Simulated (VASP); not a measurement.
## C: relaxation of cell and atoms with LDA

Crystal: C.

```
C
1.0
     2.12000    0.00000    0.00000
    -1.06000    1.83597    0.00000
     0.00000    0.00000    3.46196
C
2
Direct
  0.33333 0.66667 0.25000
  0.66667 0.33333 0.75000
```

| Property | Result |
| --- | --- |
| Program | VASP 6.6.1 |
| Task | relaxation of cell and atoms |
| Functional | LDA |
| Potentials or basis | VASP PAW LDA potentials, release 64 (C_h) |
| Cutoff | 1300 eV |
| k mesh | 23 × 23 × 13 |
| Occupations | gaussian, width 0.1 eV |
| Spin | no spin polarisation |
| Target pressure | 20 GPa |
| Dipole correction | no |
| Further INCAR settings | ALGO = Normal; EDIFF = 1e-07; IBRION = 2; EDIFFG = -0.03; NSW = 80; ISIF = 3 |

```json
{"Relaxed volume": "6.16 Å³/atom", "Relaxed cell": "a = 1.661 Å, b = 1.661 Å, c = 5.158 Å, α = 90.00°, β = 90.00°, γ = 120.00°", "Space group after relaxing (to 0.1 Å)": "P6_3/mmc (No. 194)", "Energy change on relaxing (the run minimises the enthalpy)": "-485.7 meV/atom", "Ionic steps": "23", "Pressure after relaxing": "20.6 GPa", "Band gap on the k mesh": "zero (bands 4 and 5 overlap by 3.26 eV)"}
```

Stress tensor (GPa, compression positive):
```
20.69  0.00  0.00
 0.00 20.69  0.00
 0.00  0.00 20.48
```

The path:
| step | energy change (eV) | largest force (eV/Å) | pressure (GPa) | volume (Å³) |
| --- | --- | --- | --- | --- |
| 1 | 0.0000 | 0.0000 | -7.03 | 13.47 |
| 2 | 0.1129 | 0.0000 | 29.69 | 11.38 |
| 3 | 0.0517 | 0.0000 | 20.26 | 11.77 |
| 4 | 0.0477 | 0.0000 | 19.55 | 11.81 |
| 5 | 0.0463 | 0.0000 | 19.50 | 11.81 |
| 6 | 0.0416 | 0.0000 | 19.48 | 11.83 |
| 7 | 0.0208 | 0.0000 | 19.18 | 11.85 |
| 8 | -0.0324 | 0.0000 | 19.10 | 11.87 |
| 9 | -0.1709 | 0.0000 | 18.87 | 11.84 |
| 10 | -0.5265 | 0.0000 | 19.10 | 11.46 |
| 11 | 3.2037 | 0.0000 | 293.70 | 9.73 |
| 12 | -0.6861 | 0.0000 | 32.17 | 11.27 |
| 13 | -0.5223 | 0.0000 | 79.38 | 10.86 |
| 14 | -0.6979 | 0.0000 | 50.84 | 11.09 |
| 15 | -0.6839 | 0.0000 | 55.12 | 11.05 |
| 16 | -0.7144 | 0.0000 | 51.19 | 11.14 |
| 17 | -0.7932 | 0.0000 | 40.12 | 11.42 |
| 18 | -0.8988 | 0.0000 | 21.25 | 11.99 |
| 19 | -0.9089 | 0.0000 | 21.19 | 12.03 |
| 20 | -0.9367 | 0.0000 | 20.81 | 12.13 |
| 21 | -0.9738 | 0.0000 | 20.61 | 12.35 |
| 22 | -0.9723 | 0.0000 | 20.60 | 12.33 |
| 23 | -0.9715 | 0.0000 | 20.62 | 12.33 |

Final structure:
```yaml
crystal:
  lattice:
    - [1.66123, 0.00000, 0.00000]
    - [-0.83062, 1.43867, 0.00000]
    - [0.00000, 0.00000, 5.15802]
  atoms:
    - { symbol: C, position: [0.33333, 0.66667, 0.25000] }
    - { symbol: C, position: [0.66667, 0.33333, 0.75000] }
```

Levels at points of the mesh, in eV from the Fermi level:
| k point | band 1 | band 2 | band 3 | band 4 | band 5 | band 6 | band 7 | band 8 |
| --- | --- | --- | --- | --- | --- | --- | --- | --- |
| (0.00, 0.00, 0.00) | -23.34 | -21.74 | -12.38 | -6.05 | 6.02 | 17.40 | 17.40 | 17.46 |

Run time: 15 min on 1 thread of Intel(R) Xeon(R) 6975P-C (Granite Rapids) (shared host), peak memory 0.25 GiB.

Caveat: the cell is relaxed towards a set pressure, so the run minimises the enthalpy, not the energy; a cell axis changed by over 15 % at a fixed basis, so the end point is rough.
